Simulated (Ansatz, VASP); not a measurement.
**Two plane-wave programs on MoS2**

The input INCAR:

```
ALGO = Normal
EDIFF = 1E-6
ENCUT = 520
GGA = PE
ISIF = 2
ISMEAR = 0
IVDW = 12
LASPH = True
LCHARG = False
LREAL = False
LWAVE = False
NBANDS = 20
NELM = 60
PREC = Accurate
SIGMA = 0.05
```

The input KPOINTS:

```
k-points
0
Gamma
  12 12 4
```

POSCAR

```
MoS2
1.0
    3.1497239970      0.0000000000      0.0000000000
   -1.5748619985      2.7277409963      0.0000000000
    0.0000000000      0.0000000000      6.9799197932
Mo S
1 2
Direct
    0.0000000000      0.0000000000      0.0000000000
    0.3333333333      0.6666666667      0.2356692374
    0.3333333333      0.6666666667      0.7643307626
```

Input for Ansatz:

```yaml
crystal:
  lattice:
    - [3.149723997, 0.0, 0.0]
    - [-1.5748619985, 2.7277409963, 0.0]
    - [0.0, 0.0, 6.9799197932]
  atoms:
    - { symbol: Mo, position: [0.0, 0.0, 0.0] }
    - { symbol: S, position: [0.3333333333, 0.6666666667, 0.2356692374] }
    - { symbol: S, position: [0.3333333333, 0.6666666667, 0.7643307626] }
basis:
  ecutwfc: 420
kpoints:
  mp_grid: { grid: [12, 12, 4] }
hamiltonian:
  xc: pbe
  dispersion: d3bj
scf:
  occupations: { method: gaussian, width: 0.05 }
output:
  forces: true
  stress: true
  eigenvalues: true
```

Change from the starting cell: strain +0.0500 x Voigt [0, 0, 1, 0, 0, 0], atoms carried along.

Alike in both runs: task single point; functional PBE; dispersion D3(BJ); k mesh 12 × 12 × 4; occupations gaussian, width 0.05 eV; no spin polarisation.

|  | VASP | Ansatz |
| --- | --- | --- |
| version | VASP 6.6.1 | Ansatz 0.2.0 |
| potentials or method | VASP PAW PBE potentials, release 64 (Mo_sv, S), cutoff 520 eV | scalar-relativistic, plane waves, PAW |
| valence electrons in the cell | 26 | 26 |

Ansatz gave:

| Item | Value |
| --- | --- |
| gap on the k mesh at the Fermi level (eV) | 1.34 |
| least direct gap on the mesh (eV) | 1.88 |
| pressure (GPa) | -6.6 |
| traceless stress, the component that is largest in VASP (GPa) | -5.75 |
| rms of the force components (eV/Å) | 0.608 |

Which values does VASP return?

gap on the k mesh at the Fermi level (eV): 1.34; least direct gap on the mesh (eV): 1.88; pressure (GPa): -6.7; traceless stress, the component that is largest in VASP (GPa): -5.79; rms of the force components (eV/Å): 0.612.

Atom by atom the forces differ by 0.004 eV/Å (rms over components).
